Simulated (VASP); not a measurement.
A run of VASP 6.6.1:

File INCAR:

```
SYSTEM = As2H
PREC = Accurate
ENCUT = 520
EDIFF = 1E-6
ISMEAR = 0
SIGMA = 0.05
LREAL = .False.
LASPH = .True.
NELM = 150
ALGO = Normal
ISIF = 2
LWAVE = .False.
LCHARG = .False.
ISPIN = 2
MAGMOM = 0 0 1
LORBIT = 11
LDIPOL = .True.
IDIPOL = 3
DIPOL = 0.5 0.5 0.263
GGA = PE
IVDW = 12
NBANDS = 16
```

File KPOINTS:

```
regular mesh
0
Gamma
  9 9 1
  0 0 0
```

The input POSCAR:

```
As2H
1.0
    3.5713387681      0.0000000000      0.0000000000
   -1.7856693841      3.0928700987      0.0000000000
    0.0000000000      0.0000000000     18.3976402524
As H
2 1
Direct
    0.3333333333      0.6666666667      0.2933876398
    0.6666666667      0.3333333333      0.2174191877
    0.8333333333      0.6666666667      0.2770812008
```

Potentials or basis: VASP PAW PBE potentials, release 64 (As, H).

Run with:

```sh
$ cat potpaw_PBE.64/As/POTCAR potpaw_PBE.64/H/POTCAR > POTCAR
$ mpirun -np 1 vasp_std > vasp.out
```

Hardware: 1 thread of Intel(R) Xeon(R) 6975P-C (Granite Rapids), on a shared host.

How long does it take, and how much memory?

Wall time 2.5 min on 1 thread of Intel(R) Xeon(R) 6975P-C (Granite Rapids), on a shared host, peak memory 0.47 GiB. Counts: scf iterations 26, k points 25.
